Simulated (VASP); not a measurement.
# BP (F-43m) in VASP: a series of runs

Aim: see how the results for BP move with the level of theory and the settings. Levels: revPBE+D3(BJ), PBE, PBE+D4. Tasks: single point, relaxation of cell and atoms.

Program: VASP 6.6.1. These are calculated values, not measurements. Logs are shortened: lines on timing, memory, paths and dates and some standing lists are left out, and cuts for length are marked.

## Step 1: The cell of the first run

Symmetry: F-43m, No. 216, cubic system. Conventional cell: a = 4.485 Å, b = 4.485 Å, c = 4.485 Å, α = 90.00°, β = 90.00°, γ = 90.00°. Within 2.6 Å of B (site symmetry -43m) lie 4 P at 1.94 Å. Within 2.6 Å of P (site symmetry -43m) lie 4 B at 1.94 Å.

## Step 2: Single point, revPBE+D3(BJ)

INCAR reads:

```
SYSTEM = BP
  ALGO = Normal
  EDIFF = 1E-6
  ENCUT = 520
  GGA = RE
  ISIF = 2
  ISMEAR = 0
  IVDW = 12
  LASPH = .True.
  LCHARG = .False.
  LREAL = .False.
  LWAVE = .False.
  NBANDS = 11
  NELM = 80
  PREC = Accurate
  SIGMA = 0.01
```

KPOINTS reads:

```
k-points
0
Gamma
  8 8 8
  0 0 0
```

POSCAR reads:

```
BP
1.0
    0.0000000000      2.2425038953      2.2425038953
    2.2425038953      0.0000000000      2.2425038953
    2.2425038953      2.2425038953      0.0000000000
B P
1 1
Direct
    0.0000000000      0.0000000000      0.0000000000
    0.2500000000      0.2500000000      0.2500000000
```

Potentials or basis: VASP PAW PBE potentials, release 64 (B, P).

Run with:

```bash
> cat potpaw_PBE.64/B/POTCAR potpaw_PBE.64/P/POTCAR > POTCAR
> mpirun -np 1 vasp_std > vasp.out
```

OUTCAR:

```text
SYSTEM = BP
   EDIFF = 1E-6
   ENCUT = 520
   GGA = RE
   ISIF = 2
   ISMEAR = 0
   IVDW = 12
   LASPH = .True.
   LREAL = .False.
   NELM = 80
   PREC = Accurate
 IVDW          = 12

 ion  position               nearest neighbor table
   1  0.000  0.000  0.000-   2 1.94   2 1.94   2 1.94   2 1.94
   2  0.250  0.250  0.250-   1 1.94   1 1.94   1 1.94   1 1.94

  LATTYP: Found a face centered cubic cell.
 ALAT       =     4.4850077906

  Lattice vectors:

 A1 = (   0.0000000000,   2.2425038953,   2.2425038953)
 A2 = (   2.2425038953,   0.0000000000,   2.2425038953)
 A3 = (   2.2425038953,   2.2425038953,   0.0000000000)

Analysis of symmetry for initial positions (statically):
=====================================================================
 Subroutine PRICEL returns:
 Original cell was already a primitive cell.

 Routine SETGRP: Setting up the symmetry group for a
 face centered cubic supercell.

 Subroutine GETGRP returns: Found 24 space group operations
 (whereof 24 operations were pure point group operations)
 out of a pool of 48 trial point group operations.

The static configuration has the point symmetry T_d .

Analysis of symmetry for dynamics (positions and initial velocities):
=====================================================================
 Subroutine PRICEL returns:
 Original cell was already a primitive cell.

 Routine SETGRP: Setting up the symmetry group for a
 face centered cubic supercell.

 Subroutine GETGRP returns: Found 24 space group operations
 (whereof 24 operations were pure point group operations)
 out of a pool of 48 trial point group operations.

The dynamic configuration has the point symmetry T_d .

 Subroutine INISYM returns: Found 24 space group operations
 (whereof 24 operations are pure point group operations),
 and found     1 'primitive' translations

----------------------------------------------------------------------------------------

                                     Primitive cell

  volume of cell :      22.5543

  direct lattice vectors                    reciprocal lattice vectors
     0.000000000  2.242503895  2.242503895    -0.222965053  0.222965053  0.222965053
     2.242503895  0.000000000  2.242503895     0.222965053 -0.222965053  0.222965053
     2.242503895  2.242503895  0.000000000     0.222965053  0.222965053 -0.222965053

  length of vectors
     3.171379422  3.171379422  3.171379422     0.386186800  0.386186800  0.386186800

  position of ions in fractional coordinates (direct lattice)
     0.000000000  0.000000000  0.000000000
     0.250000000  0.250000000  0.250000000

  ion indices of the primitive-cell ions
   primitive index   ion index
                 1           1
                 2           2

----------------------------------------------------------------------------------------

 KPOINTS: k-points

Automatic generation of k-mesh.
 Grid dimensions read from file:
 generate k-points for:    8    8    8

 Generating k-lattice:

  Cartesian coordinates                     Fractional coordinates (reciprocal lattice)
    -0.027870632  0.027870632  0.027870632     0.125000000  0.000000000  0.000000000
     0.027870632 -0.027870632  0.027870632     0.000000000  0.125000000  0.000000000
     0.027870632  0.027870632 -0.027870632     0.000000000  0.000000000  0.125000000

  Length of vectors
     0.048273350  0.048273350  0.048273350

  Shift w.r.t. Gamma in fractional coordinates (k-lattice)
     0.000000000  0.000000000  0.000000000

 Subroutine IBZKPT returns following result:
 ===========================================

 Found     29 irreducible k-points:

 Following reciprocal coordinates:
            Coordinates               Weight
  0.000000  0.000000  0.000000      1.000000
  0.125000  0.000000  0.000000      8.000000
  0.250000  0.000000  0.000000      8.000000
  0.375000  0.000000  0.000000      8.000000
  0.500000  0.000000  0.000000      4.000000
  0.125000  0.125000  0.000000      6.000000
[... 16 lines left out ...]
  0.500000  0.250000  0.125000     48.000000
 -0.375000  0.250000  0.125000     24.000000
 [... further k-points ...]
   k-points           NKPTS =     29   k-points in BZ     NKDIM =     29   number of bands    NBANDS=     11
   number of dos      NEDOS =    301   number of ions     NIONS =      2
   total plane-waves  NPLWV =  13824
   dimension x,y,z NGX =    24 NGY =   24 NGZ =   24
   dimension x,y,z NGXF=    48 NGYF=   48 NGZF=   48
   ions per type =               1   1
   NGX,Y,Z   is equivalent  to a cutoff of  12.58, 12.58, 12.58 a.u.
   NGXF,Y,Z  is equivalent  to a cutoff of  25.16, 25.16, 25.16 a.u.
 SYSTEM =  BP
   PREC   = accura    normal or accurate (medium, high low for compatibility)
   ISTART =      0    job   : 0-new  1-cont  2-samecut
   ICHARG =      2    charge: 1-file 2-atom 10-const
   ISPIN  =      1    spin polarized calculation?
   LNONCOLLINEAR =      F non collinear calculations
   LSORBIT =      F    spin-orbit coupling
   LASPH  =      T    aspherical Exc in radial PAW
   ENCUT  =  520.0 eV  38.22 Ry    6.18 a.u.   5.90  5.90  5.90*2*pi/ulx,y,z
   NELM   =     80;   NELMIN=  2; NELMDL= -5     # of ELM steps
   EDIFF  = 0.1E-05   stopping-criterion for ELM
   LREAL  =      F    real-space projection
   EDIFFG = 0.1E-04   stopping-criterion for IOM
   NSW    =      0    number of steps for IOM
   IBRION =     -1    ionic relax: 0-MD 1-quasi-New 2-CG
   NFREE  =      0    steps in history (QN), initial steepest desc. (CG)
   ISIF   =      2    stress and relaxation
   ISYM   =      2    0-nonsym 1-usesym 2-fastsym
   POTIM  = 0.5000    time-step for ionic-motion
   TEBEG  =    0.0;   TEEND  =   0.0 temperature during run
   PSTRESS=    0.0 pullay stress
   NELECT =       8.0000    total number of electrons
   NUPDOWN=      -1.0000    fix difference up-down
   EMIN   =  10.00;   EMAX   =-10.00  energy-range for DOS
   EFERMI =   0.00;   METHOD = LEGACY
   ISMEAR =     0;   SIGMA  =   0.01  broadening in eV -4-tet -1-fermi 0-gaus
   EFERMI_NEDOS =   21; number of points for ismear=-14 and -15
   IALGO  =     38    algorithm
   IMIX   =      4    mixing-type and parameters
     AMIX     =   0.40;   BMIX     =  1.00
     AMIX_MAG =   1.60;   BMIX_MAG =  1.00
  volume/ion in A,a.u.               =      11.28        76.10
  Fermi-wavevector in a.u.,A,eV,Ry     =   1.158853  2.189914 18.271807  1.342940
  Thomas-Fermi vector in A             =   2.295451
   LORBIT       =      0    0 simple, 1 ext, 2 COOP (PROOUT), +10 PAW based schemes
   GGA     = RE    functional components
   LHFCALC =     F    Hartree Fock is set to
   AEXX    =    0.0000 exact exchange contribution
   IVDW    =    12    specifies the selected vdW correction
   LEPSILON=     F    determine dielectric tensor
   LRPA    =     F    only Hartree local field effects (RPA)
 non-spin polarized calculation
 Gauss-broadening in eV      SIGMA  =   0.01
  energy-cutoff  :      520.00
  volume of cell :       22.55
 maximum number of plane-waves:       620
   NGX = 11   NGY = 11   NGZ = 11

 number of electron       8.0000001 magnetization

 Free energy of the ion-electron system (eV)
  ---------------------------------------------------
  ext. energy  EPLUGINS =         0.00000000
  ---------------------------------------------------
  free energy    TOTEN  =       -12.34998201 eV

  energy without entropy =      -12.34998201  energy(sigma->0) =      -12.34998201

 E-fermi :   7.9755     XC(G=0): -11.0116

 val. band max:        7.9237916162   @ k =   0.0000   0.0000   0.0000
 cond. band min:       9.1518182783   @ k =   0.3750   0.3750   0.0000
 fundamental gap:      1.2280266621
 Fermi energy:         7.9754683944

 k-point     1 :       0.0000    0.0000    0.0000
  band No.  band energies     occupation
      1      -7.8714      2.00000
      2       7.9238      2.00000
      3       7.9238      2.00000
      4       7.9238      2.00000
      5      11.3714      0.00000
      6      11.3714      0.00000
      7      11.3714      0.00000
      8      15.8696      0.00000
      9      19.7786      0.00000
     10      20.0837      0.00000
     11      20.0837      0.00000

 k-point     2 :       0.1250    0.0000    0.0000
  band No.  band energies     occupation
      1      -7.5818      2.00000
      2       6.0268      2.00000
      3       7.4816      2.00000
      4       7.4816      2.00000
      5      11.9659      0.00000
      6      11.9830      0.00000
      7      11.9830      0.00000
      8      16.6014      0.00000
      9      19.1663      0.00000
     10      19.1663      0.00000
     11      20.6403      0.00000

 k-point     3 :       0.2500    0.0000    0.0000
  band No.  band energies     occupation
      1      -6.7312      2.00000
      2       2.9610      2.00000
      3       6.7746      2.00000
      4       6.7746      2.00000
      5      12.1034      0.00000
      6      12.7558      0.00000
      7      12.7558      0.00000
      8      17.9099      0.00000
      9      18.9267      0.00000
     10      18.9267      0.00000
     11      21.3398      0.00000

 k-point     4 :       0.3750    0.0000    0.0000
  band No.  band energies     occupation
      1      -5.4222      2.00000
      2       0.1545      2.00000
      3       6.2874      2.00000
      4       6.2874      2.00000
      5      11.9800      0.00000
      6      12.7728      0.00000
      7      12.7728      0.00000
      8      18.3101      0.00000
      9      20.6744      0.00000
     10      20.6744      0.00000
     11      22.2152      0.00000
[... 239 lines left out ...]
 k-point    22 :       0.3750    0.2500    0.1250
  band No.  band energies     occupation
      1      -5.9844      2.00000
      2       2.9094      2.00000
      3       3.9990      2.00000
      4       5.8916      2.00000
      5      11.4221      0.00000
      6      14.0010      0.00000
      7      14.2904      0.00000
      8      15.6359      0.00000
      9      19.7522      0.00000
     10      22.0929      0.00000
     11      24.0493      0.00000

 k-point    23 :       0.5000    0.2500    0.1250
  band No.  band energies     occupation
      1      -4.7054      2.00000
      2       0.6581      2.00000
      3       3.3507      2.00000
      4       5.0870      2.00000
      5      12.0564      0.00000
      6      13.5038      0.00000
      7      15.4258      0.00000
      8      16.4531      0.00000
      9      20.6329      0.00000
     10      21.5664      0.00000
     11      25.3869      0.00000

 k-point    24 :      -0.3750    0.2500    0.1250
  band No.  band energies     occupation
      1      -3.7261      2.00000
      2      -0.7619      2.00000
      3       3.2793      2.00000
      4       4.7001      2.00000
      5      12.1261      0.00000
      6      13.2403      0.00000
      7      16.4694      0.00000
      8      17.9662      0.00000
      9      18.5470      0.00000
     10      22.5779      0.00000
     11      25.1078      0.00000

 [... further k-points ...]

------------------------ aborting loop because EDIFF is reached ----------------------------------------

 Edisp (eV)   -1.35175

 E8    (eV) :    -0.8780

  FORCE on cell =-STRESS in cart. coord.  units (eV):
  Direction    XX          YY          ZZ          XY          YZ          ZX
  --------------------------------------------------------------------------------------
  -------------------------------------------------------------------------------------
  Total      -0.07008    -0.07008    -0.07008     0.00000     0.00000     0.00000
  in kB      -4.97839    -4.97839    -4.97839     0.00000     0.00000     0.00000
  external pressure =       -4.98 kB  Pullay stress =        0.00 kB

 VOLUME and BASIS-vectors are now :
 -----------------------------------------------------------------------------
  energy-cutoff  :      520.00
  volume of cell :       22.55
      direct lattice vectors                 reciprocal lattice vectors
     0.000000000  2.242503895  2.242503895    -0.222965053  0.222965053  0.222965053
     2.242503895  0.000000000  2.242503895     0.222965053 -0.222965053  0.222965053
     2.242503895  2.242503895  0.000000000     0.222965053  0.222965053 -0.222965053

 POSITION                                       TOTAL-FORCE (eV/Angst)
 -----------------------------------------------------------------------------------
      0.00000      0.00000      0.00000        -0.000000     -0.000000     -0.000000
      1.12125      1.12125      1.12125         0.000000      0.000000      0.000000
 -----------------------------------------------------------------------------------
    total drift:                                0.000000      0.000000      0.000000

  FREE ENERGIE OF THE ION-ELECTRON SYSTEM (eV)
  ---------------------------------------------------
  free  energy   TOTEN  =       -13.7017343575 eV

  energy  without entropy=      -13.7017343575  energy(sigma->0) =      -13.70173436
```

It took 2.6 s on 1 thread of Intel Xeon 6975P-C (Granite Rapids), shared host; peak memory 0.14 GiB.

Results:

| Property | Result |
| --- | --- |
| Free energy | -13.7017 eV |
| Pressure | -0.5 GPa |
| Band gap on the k mesh | 1.23 eV, indirect (least direct gap 3.45 eV) |
| Dispersion energy per atom | -0.676 eV |

Levels at points of the mesh, in eV from the valence-band top:
| k point | band 2 | band 3 | band 4 | band 5 | band 6 | band 7 |
| --- | --- | --- | --- | --- | --- | --- |
| (0.00, 0.00, 0.00) | 0.00 | 0.00 | 0.00 | 3.45 | 3.45 | 3.45 |
| (0.50, 0.00, 0.00) | -9.30 | -1.80 | -1.80 | 3.99 | 4.72 | 4.72 |
| (0.50, 0.50, 0.00) | -8.80 | -4.25 | -4.25 | 1.25 | 1.65 | 12.49 |

Caveat: the PAW data sets were made with another functional, which shifts forces and pressure a little.

## Step 3: Single point, PBE

This run uses another cell than the first one, of 11.76 Å³/atom, 1.043 times its volume.

INCAR reads:

```
PREC = Accurate
ENCUT = 520
EDIFF = 1E-6
ISMEAR = 0
SIGMA = 0.01
LREAL = F
LASPH = T
NELM = 80
ALGO = Normal
ISIF = 2
LWAVE = F
LCHARG = F
GGA = PE
NBANDS = 11
```

KPOINTS reads:

```
Automatic mesh
0
Gamma
  8 8 8
```

POSCAR reads:

```
BP
1.0
    0.0000000000      2.2742189885      2.2742189885
    2.2742189885      0.0000000000      2.2742189885
    2.2742189885      2.2742189885      0.0000000000
B P
1 1
Direct
    0.0000000000      0.0000000000      0.0000000000
    0.2500000000      0.2500000000      0.2500000000
```

Potentials or basis: VASP PAW PBE potentials, release 64 (B, P).

Run with:

```bash
> cat potpaw_PBE.64/B/POTCAR potpaw_PBE.64/P/POTCAR > POTCAR
> mpirun -np 1 vasp_std > vasp.out
```

Run time: 2.6 s. Hardware: 1 thread of Intel Xeon 6975P-C (Granite Rapids), shared host; peak memory 0.13 GiB.

It converged, with:

| Item | Value |
| --- | --- |
| Free energy | -12.9290 eV |
| Pressure | -0.2 GPa |
| Band gap on the k mesh | 1.28 eV, indirect (least direct gap 3.39 eV) |

Levels at points of the mesh, in eV from the valence-band top:
```
           k point  band 1  band 2  band 3  band 4  band 5  band 6  band 7  band 8
(0.00, 0.00, 0.00)  -15.40    0.00    0.00    0.00    3.39    3.39    3.39    7.27
(0.50, 0.00, 0.00)  -12.10   -8.98   -1.75   -1.75    3.74    4.71    4.71   10.10
(0.50, 0.50, 0.00)  -10.58   -8.55   -4.09   -4.09    1.35    1.67   12.06   12.06
```

A k mesh can miss the band edges. Expect the measured gap to be larger: semilocal functionals such as PBE lack the derivative discontinuity.

## Step 4: Single point, PBE+D4

This run uses another cell than the first one, of 11.42 Å³/atom, 1.013 times its volume.

INCAR reads:

```
SYSTEM = BP
  PREC = Accurate
  ENCUT = 520
  EDIFF = 1E-7
  ISMEAR = 0
  SIGMA = 0.01
  LREAL = .FALSE.
  LASPH = .TRUE.
  NELM = 60
  ALGO = Normal
  ISIF = 2
  LWAVE = .FALSE.
  LCHARG = .FALSE.
  GGA = PE
  IVDW = 13
  NBANDS = 11
```

KPOINTS reads:

```
Automatic mesh
0
G
  8 8 8
  0 0 0
```

POSCAR reads:

```
BP
1.0
    0.0000000000      2.2522104979      2.2522104979
    2.2522104979      0.0000000000      2.2522104979
    2.2522104979      2.2522104979      0.0000000000
B P
1 1
Direct
    0.0000000000      0.0000000000      0.0000000000
    0.2500000000      0.2500000000      0.2500000000
```

Run with:

```bash
> cat potpaw_PBE.64/B/POTCAR potpaw_PBE.64/P/POTCAR > POTCAR
> mpirun -np 1 vasp_std > vasp.out
```

Wall time 3.2 s (1 thread of Intel Xeon 6975P-C (Granite Rapids), shared host); peak memory 0.13 GiB.

It converged, with:

| Property | Result |
| --- | --- |
| Free energy | -13.6421 eV |
| Pressure | -0.3 GPa |
| Band gap on the k mesh | 1.24 eV, indirect (least direct gap 3.43 eV) |
| Dispersion energy per atom | -0.361 eV |

Levels at points of the mesh, in eV from the valence-band top:
```tsv
k point	band 1	band 2	band 3	band 4	band 5	band 6	band 7	band 8	band 9
(0.00, 0.00, 0.00)	-15.66	0.00	0.00	0.00	3.43	3.43	3.43	7.72	11.67
(0.50, 0.00, 0.00)	-12.25	-9.19	-1.78	-1.78	3.92	4.73	4.73	10.20	14.77
(0.50, 0.50, 0.00)	-10.69	-8.70	-4.20	-4.20	1.29	1.64	12.33	12.33	15.50
```

A k mesh can miss the band edges. A hybrid or GW would open this gap; PBE tends to underestimate it.

(Continued in part 2 of 2.)
